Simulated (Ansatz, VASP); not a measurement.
**Two plane-wave programs on Pt**

```xyz
4
Lattice="2.8266 0.0000 0.0000 -1.4133 2.4479 0.0000 0.0000 0.0000 9.4256" Properties=species:S:1:pos:R:3 pbc="T T T"
Pt    2.8266    0.0000    0.0000
Pt    2.8266    0.0000    4.7128
Pt    0.0000    1.6319    2.3564
Pt    1.4133    0.8160    7.0692
```

Alike in both runs: task single point; functional PBEsol; k mesh 15 × 15 × 4; occupations fermi-dirac, width 0.1 eV; no spin polarisation.

|  | VASP | Ansatz |
| --- | --- | --- |
| version | VASP 6.6.1 | Ansatz 0.2.0 |
| potentials or method | VASP PAW PBE potentials, release 64 (Pt), cutoff 520 eV | plane waves (420 eV) with PAW, scalar-relativistic |
| valence electrons in the cell | 40 | 72 |

Ansatz gave:

```
pressure (GPa)                                                : -17.7
traceless stress, the component that is largest in VASP (GPa) : 0.64
```

What did VASP give for the same quantities?

Pressure (GPa): -18.0; traceless stress, the component that is largest in VASP (GPa): 0.59.

VASP's potentials were made for PBE, not for PBEsol, and Ansatz warns of the same on its side. VASP's potentials hold 40 valence electrons a cell and Ansatz's 72, so a difference there can come from the potentials and not from the codes.

Spin-orbit coupling is off throughout.
